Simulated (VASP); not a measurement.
Pt, 4 atoms in the cell. The cell holds a slab with vacuum, 4 atoms: a = 2.772 Å, b = 2.772 Å, c = 22.790 Å, α = 90.00°, β = 90.00°, γ = 60.00°. 

| Property | Result |
| --- | --- |
| Program | VASP 6.6.1 |
| Task | relaxation of the atoms |
| Functional | PBE |
| Potentials or basis | VASP PAW PBE potentials, release 64 (Pt) |
| Cutoff | 520 eV |
| k mesh | 16 × 16 × 1 |
| Occupations | gaussian, width 0.05 eV |
| Spin | no spin polarisation |
| Dipole correction | yes |
| Further INCAR settings | ALGO = Normal; EDIFF = 1e-07; IBRION = 2; EDIFFG = -0.01; NSW = 100 |

Potentials or basis: VASP PAW PBE potentials, release 64 (Pt).

Command:

```bash
$ cat potpaw_PBE.64/Pt/POTCAR > POTCAR
$ mpirun -np 1 vasp_std > vasp.out
```

Hardware: 1 thread of AMD EPYC 9R45 96-Core Processor (Zen 5) (shared host).

Q: Estimate the wall time of this run.

A: Run time: 6.7 min on 1 thread of AMD EPYC 9R45 96-Core Processor (Zen 5), with other jobs on the host, peak memory 0.33 GiB. Counts: scf iterations 75, k points 30, ion steps 6.
